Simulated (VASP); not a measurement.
# Cd (P6_3/mmc) in VASP: a series of runs, part 2 of 2

VASP 6.6.1. The steps go on from the part before.

## Step 3: Single point, PBE

This run uses another cell than the first one, of 19.86 Å³/atom, 1.045 times its volume.

Contents of INCAR:

```
PREC = Accurate ; ENCUT = 520
EDIFF = 1E-6 ; ISMEAR = -1
SIGMA = 0.1 ; LREAL = F
LASPH = T ; NELM = 100
ALGO = Normal ; ISIF = 2
LWAVE = F ; LCHARG = F
GGA = PE ; NBANDS = 19
```

Contents of KPOINTS:

```
regular mesh
0
Gamma
  9 9 4
```

Contents of POSCAR:

```
Cd
1.0
    2.8972156768      0.0000000000      0.0000000000
   -1.4486078384      2.5090622843      0.0000000000
    0.0000000000      0.0000000000      5.4636636196
Cd
2
Direct
    0.3333333333      0.6666666667      0.2500000000
    0.6666666667      0.3333333333      0.7500000000
```

Potentials or basis: VASP PAW PBE potentials, release 64 (Cd).

Command:

```sh
$ cat potpaw_PBE.64/Cd/POTCAR > POTCAR
$ mpirun -np 1 vasp_std > vasp.out
```

OUTCAR:

```text
PREC = Accurate
   ENCUT = 520
   EDIFF = 1E-6
   ISMEAR = -1
   LREAL = F
   LASPH = T
   NELM = 100
   ISIF = 2
   GGA = PE

 ion  position               nearest neighbor table
   1  0.333  0.667  0.250-   2 3.20   2 3.20   2 3.20   2 3.20   2 3.20   2 3.20
   2  0.667  0.333  0.750-   1 3.20   1 3.20   1 3.20   1 3.20   1 3.20   1 3.20

  LATTYP: Found a hexagonal cell.
 ALAT       =     2.8972156768
 C/A-ratio  =     1.8858325472

  Lattice vectors:

 A1 = (   2.8972156768,   0.0000000000,   0.0000000000)
 A2 = (  -1.4486078384,   2.5090622843,   0.0000000000)
 A3 = (   0.0000000000,   0.0000000000,   5.4636636196)

Analysis of symmetry for initial positions (statically):
=====================================================================
 Subroutine PRICEL returns:
 Original cell was already a primitive cell.

 Routine SETGRP: Setting up the symmetry group for a
 hexagonal supercell.

 Subroutine GETGRP returns: Found 24 space group operations
 (whereof 12 operations were pure point group operations)
 out of a pool of 24 trial point group operations.

The static configuration has the point symmetry D_3d.
 The point group associated with its full space group is D_6h.

Analysis of symmetry for dynamics (positions and initial velocities):
=====================================================================
 Subroutine PRICEL returns:
 Original cell was already a primitive cell.

 Routine SETGRP: Setting up the symmetry group for a
 hexagonal supercell.

 Subroutine GETGRP returns: Found 24 space group operations
 (whereof 12 operations were pure point group operations)
 out of a pool of 24 trial point group operations.

The dynamic configuration has the point symmetry D_3d.
 The point group associated with its full space group is D_6h.

 Subroutine INISYM returns: Found 24 space group operations
 (whereof 12 operations are pure point group operations),
[... 111 lines left out ...]
   ISMEAR =    -1;   SIGMA  =   0.10  broadening in eV -4-tet -1-fermi 0-gaus
   EFERMI_NEDOS =   21; number of points for ismear=-14 and -15
   IALGO  =     38    algorithm
   IMIX   =      4    mixing-type and parameters
     AMIX     =   0.40;   BMIX     =  1.00
     AMIX_MAG =   1.60;   BMIX_MAG =  1.00
  volume/ion in A,a.u.               =      19.86       134.01
  Fermi-wavevector in a.u.,A,eV,Ry     =   1.384054  2.615484 26.063411  1.915607
  Thomas-Fermi vector in A             =   2.508595
   LORBIT       =      0    0 simple, 1 ext, 2 COOP (PROOUT), +10 PAW based schemes
   GGA     = PE    functional components
   LHFCALC =     F    Hartree Fock is set to
   AEXX    =    0.0000 exact exchange contribution
   IVDW    =     0    specifies the selected vdW correction
   LEPSILON=     F    determine dielectric tensor
   LRPA    =     F    only Hartree local field effects (RPA)
 non-spin polarized calculation
  energy-cutoff  :      520.00
  volume of cell :       39.72
 maximum number of plane-waves:      1094
 NGX is ok and might be reduce to    24
   NGX = 11   NGY = 11   NGZ = 21

 number of electron      24.0000009 magnetization

 Free energy of the ion-electron system (eV)
  ---------------------------------------------------
  ext. energy  EPLUGINS =         0.00000000
  ---------------------------------------------------
  free energy    TOTEN  =        -1.30707772 eV

  energy without entropy =       -1.27485108  energy(sigma->0) =       -1.29096440

 E-fermi :   3.8746     XC(G=0): -11.4822

 val. band max:        3.8635262562   @ k =   0.3333   0.2222   0.2500
 cond. band min:       3.9856045955   @ k =   0.3333   0.3333   0.0000
 fundamental gap:      0.1220783393
 Fermi energy:         3.8746091935

 k-point     1 :       0.0000    0.0000    0.0000
  band No.  band energies     occupation
      1      -6.6769      2.00000
      2      -6.3783      2.00000
      3      -5.8914      2.00000
      4      -5.8914      2.00000
      5      -5.8292      2.00000
      6      -5.8292      2.00000
[... 505 lines left out ...]
      6      -5.7142      2.00000
[... 11 lines left out ...]
     18      11.9857      0.00000
     19      13.1817      0.00000

 [... further k-points ...]

------------------------ aborting loop because EDIFF is reached ----------------------------------------

  FORCE on cell =-STRESS in cart. coord.  units (eV):
  Direction    XX          YY          ZZ          XY          YZ          ZX
  --------------------------------------------------------------------------------------
  -------------------------------------------------------------------------------------
  Total        2.7013877      2.7013875      2.0963218      0.0000000      0.0000000      0.0000000
  in kB      108.9735939    108.9735859     84.5653222      0.0000000      0.0000000      0.0000000
  external PRESSURE =     100.8375007 kB  Pullay stress =       0.0000000 kB

 VOLUME and BASIS-vectors are now :
 -----------------------------------------------------------------------------
  energy-cutoff  :      520.00
  volume of cell :       39.72
      direct lattice vectors                 reciprocal lattice vectors
     2.897215677  0.000000000  0.000000000     0.345158977  0.199277636  0.000000000
    -1.448607838  2.509062284  0.000000000     0.000000000  0.398555272  0.000000000
     0.000000000  0.000000000  5.463663620     0.000000000  0.000000000  0.183027373

 POSITION                                       TOTAL-FORCE (eV/Angst)
 -----------------------------------------------------------------------------------
     -0.00000      1.67271      1.36592         0.000000      0.000000      0.000000
      1.44861      0.83635      4.09775        -0.000000     -0.000000      0.000000
 -----------------------------------------------------------------------------------
    total drift:                                0.000000     -0.000000      0.000000

  FREE ENERGIE OF THE ION-ELECTRON SYSTEM (eV)
  ---------------------------------------------------
  free  energy   TOTEN  =        -1.3070777188 eV

  energy  without entropy=       -1.2748510832  energy(sigma->0) =       -1.29096440
```

OSZICAR:

```text
N       E                     dE             d eps       ncg     rms          rms(c)
DAV:   1     0.179575579711E+03    0.17958E+03   -0.13193E+04  1368   0.128E+03
DAV:   2     0.261930849357E+01   -0.17696E+03   -0.16995E+03  1440   0.340E+02
DAV:   3    -0.142723380506E+01   -0.40465E+01   -0.40381E+01  1593   0.591E+01
DAV:   4    -0.143452517152E+01   -0.72914E-02   -0.72907E-02  1495   0.230E+00
DAV:   5    -0.143454611349E+01   -0.20942E-04   -0.20942E-04  1507   0.124E-01    0.569E+00
DAV:   6    -0.131515510465E+01    0.11939E+00   -0.27220E-01  1497   0.659E+00    0.431E+00
DAV:   7    -0.130735481881E+01    0.78003E-02   -0.35642E-02  1554   0.193E+00    0.175E+00
DAV:   8    -0.130700935251E+01    0.34547E-03   -0.46086E-03  1468   0.855E-01    0.101E-01
DAV:   9    -0.130703640130E+01   -0.27049E-04   -0.17922E-05  1567   0.464E-02    0.460E-02
DAV:  10    -0.130707784970E+01   -0.41448E-04   -0.33256E-05  1486   0.545E-02    0.394E-03
DAV:  11    -0.130707771882E+01    0.13088E-06   -0.13359E-07   858   0.409E-03
   1 F= -.13070777E+01 E0= -.12909644E+01  d E =-.322266E-01
```

stdout:

```text
POSCAR found type information on POSCAR Cd
 POSCAR found :  1 types and       2 ions
 scaLAPACK will be used
 LDA part: xc-table for (Slater+PW92), standard interpolation
 POSCAR, INCAR and KPOINTS ok, starting setup
 FFT: planning ... GRIDC
 FFT: planning ... GRID_SOFT
 FFT: planning ... GRID
 WAVECAR not read
 entering main loop
```

Wall time 10 s (1 thread of Intel Xeon Platinum 8559C (Emerald Rapids), shared host); peak memory 0.16 GiB.

Results:

* Free energy: -1.3071 eV
* Pressure: 10.1 GPa
* Band gap on the k mesh: zero (band 12 reaches 4.67 eV, above the bottom of band 13 at 0.65 eV)

Levels at points of the mesh, in eV from the Fermi level:
| k point | band 10 | band 11 | band 12 | band 13 | band 14 | band 15 |
| --- | --- | --- | --- | --- | --- | --- |
| (0.00, 0.00, 0.00) | -8.84 | -8.84 | -3.71 | -3.23 | 10.80 | 14.55 |
| (0.00, 0.00, 0.50) | -8.97 | -8.11 | -8.11 | 3.70 | 3.70 | 14.90 |

## Step 4: Single point, PBE

This run uses another cell than the first one, of 20.72 Å³/atom, 1.091 times its volume.

Contents of INCAR:

```
PREC     = Accurate       # precision mode
ENCUT    = 520            # plane-wave cutoff, eV
EDIFF    = 1E-6           # SCF threshold, eV
ISMEAR   = -1             # smearing method
SIGMA    = 0.1            # smearing width, eV
LREAL    = F              # projectors in reciprocal space
LASPH    = T              # aspherical terms in the spheres
NELM     = 60             # most SCF steps
ALGO     = Normal         # electronic algorithm
ISIF     = 2              # what is computed and relaxed
LWAVE    = F              # write WAVECAR
LCHARG   = T              # write CHGCAR
GGA      = PE             # functional
LELF     = T              # ELF
LVHAR    = T            
NBANDS   = 19             # bands
```

KPOINTS is that of step 3.

Contents of POSCAR:

```
Cd
1.0
    2.9386100647      0.0000000000      0.0000000000
   -1.4693050324      2.5449108746      0.0000000000
    0.0000000000      0.0000000000      5.5417265037
Cd
2
Direct
    0.3333333333      0.6666666667      0.2500000000
    0.6666666667      0.3333333333      0.7500000000
```

Potentials or basis: VASP PAW PBE potentials, release 64 (Cd).

Command:

```sh
$ cat potpaw_PBE.64/Cd/POTCAR > POTCAR
$ mpirun -np 1 vasp_std > vasp.out
```

OUTCAR:

```text
PREC = Accurate
   ENCUT = 520
   EDIFF = 1E-6
   ISMEAR = -1
   LREAL = F
   LASPH = T
   NELM = 60
   ISIF = 2
   GGA = PE

 ion  position               nearest neighbor table
   1  0.333  0.667  0.250-   2 3.25   2 3.25   2 3.25   2 3.25   2 3.25   2 3.25
   2  0.667  0.333  0.750-   1 3.25   1 3.25   1 3.25   1 3.25   1 3.25   1 3.25

  LATTYP: Found a hexagonal cell.
 ALAT       =     2.9386100647
 C/A-ratio  =     1.8858325473

  Lattice vectors:

 A1 = (   2.9386100647,   0.0000000000,   0.0000000000)
 A2 = (  -1.4693050324,   2.5449108746,   0.0000000000)
 A3 = (   0.0000000000,   0.0000000000,   5.5417265037)

Analysis of symmetry for initial positions (statically):
=====================================================================
 Subroutine PRICEL returns:
 Original cell was already a primitive cell.

 Routine SETGRP: Setting up the symmetry group for a
 hexagonal supercell.

 Subroutine GETGRP returns: Found 24 space group operations
 (whereof 12 operations were pure point group operations)
[... 162 lines left out ...]
  free energy    TOTEN  =        -1.39528262 eV

  energy without entropy =       -1.36112172  energy(sigma->0) =       -1.37820217

 E-fermi :   3.5203     XC(G=0): -11.2504

 val. band max:        3.4301370977   @ k =   0.3333   0.1111   0.0000
 cond. band min:       3.5491184265   @ k =   0.3333   0.2222   0.2500
 fundamental gap:      0.1189813288
 Fermi energy:         3.5203427552

 k-point     1 :       0.0000    0.0000    0.0000
  band No.  band energies     occupation
      1      -6.7963      2.00000
      2      -6.5088      2.00000
      3      -6.0930      2.00000
      4      -6.0930      2.00000
      5      -6.0367      2.00000
      6      -6.0367      2.00000
[... 505 lines left out ...]
      6      -5.9182      2.00000
[... 11 lines left out ...]
     18      11.3920      0.00000
     19      12.6620      0.00000

 [... further k-points ...]

------------------------ aborting loop because EDIFF is reached ----------------------------------------

  FORCE on cell =-STRESS in cart. coord.  units (eV):
  Direction    XX          YY          ZZ          XY          YZ          ZX
  --------------------------------------------------------------------------------------
  -------------------------------------------------------------------------------------
  Total        1.7667530      1.7667528      1.4715186     -0.0000000      0.0000000      0.0000000
  in kB       68.3009567     68.3009517     56.8874825     -0.0000000      0.0000000      0.0000000
  external PRESSURE =      64.4964636 kB  Pullay stress =       0.0000000 kB

 VOLUME and BASIS-vectors are now :
 -----------------------------------------------------------------------------
  energy-cutoff  :      520.00
  volume of cell :       41.44
      direct lattice vectors                 reciprocal lattice vectors
     2.938610065  0.000000000  0.000000000     0.340296936  0.196470535  0.000000000
    -1.469305032  2.544910875  0.000000000     0.000000000  0.392941069  0.000000000
     0.000000000  0.000000000  5.541726504     0.000000000  0.000000000  0.180449179

 POSITION                                       TOTAL-FORCE (eV/Angst)
 -----------------------------------------------------------------------------------
     -0.00000      1.69661      1.38543         0.000000      0.000000      0.000000
      1.46931      0.84830      4.15629        -0.000000     -0.000000     -0.000000
 -----------------------------------------------------------------------------------
    total drift:                               -0.000000      0.000000      0.000000

  FREE ENERGIE OF THE ION-ELECTRON SYSTEM (eV)
  ---------------------------------------------------
  free  energy   TOTEN  =        -1.3952826237 eV

  energy  without entropy=       -1.3611217204  energy(sigma->0) =       -1.37820217
```

stdout:

```text
POSCAR found type information on POSCAR Cd
 POSCAR found :  1 types and       2 ions
 scaLAPACK will be used
 LDA part: xc-table for (Slater+PW92), standard interpolation
 POSCAR, INCAR and KPOINTS ok, starting setup
 FFT: planning ... GRIDC
 FFT: planning ... GRID_SOFT
 FFT: planning ... GRID
 WAVECAR not read
 entering main loop
```

It took 12 s on 1 thread of Intel Xeon Platinum 8559C (Emerald Rapids), shared host; peak memory 0.16 GiB.

Results:

```yaml
Free_energy: -1.3953 eV
Pressure: 6.4 GPa
Band_gap_on_the_k_mesh: zero (band 12 reaches 4.33 eV, above the bottom of band 13 at 0.28 eV)
```

## Step 5: Summary

| cell | gap on the mesh (eV) | pressure (GPa) |
| --- | --- | --- |
| a = 2.855, b = 2.855, c = 5.383 Å, angles 90.0, 90.0, 120.0°, 2 atoms | none | 14.8 |
| a = 2.897, b = 2.897, c = 5.464 Å, angles 90.0, 90.0, 120.0°, 2 atoms | none | 10.1 |
| a = 2.939, b = 2.939, c = 5.542 Å, angles 90.0, 90.0, 120.0°, 2 atoms | none | 6.4 |

Alike in all rows: task single point; level PBE; potentials or basis VASP PAW PBE potentials, release 64 (Cd); no spin polarisation; k mesh 9 × 9 × 4; cutoff (eV) 520; smearing fermi-dirac 0.1 eV.

Total energies depend on the potentials used, so only differences within one code and one set of settings carry meaning.
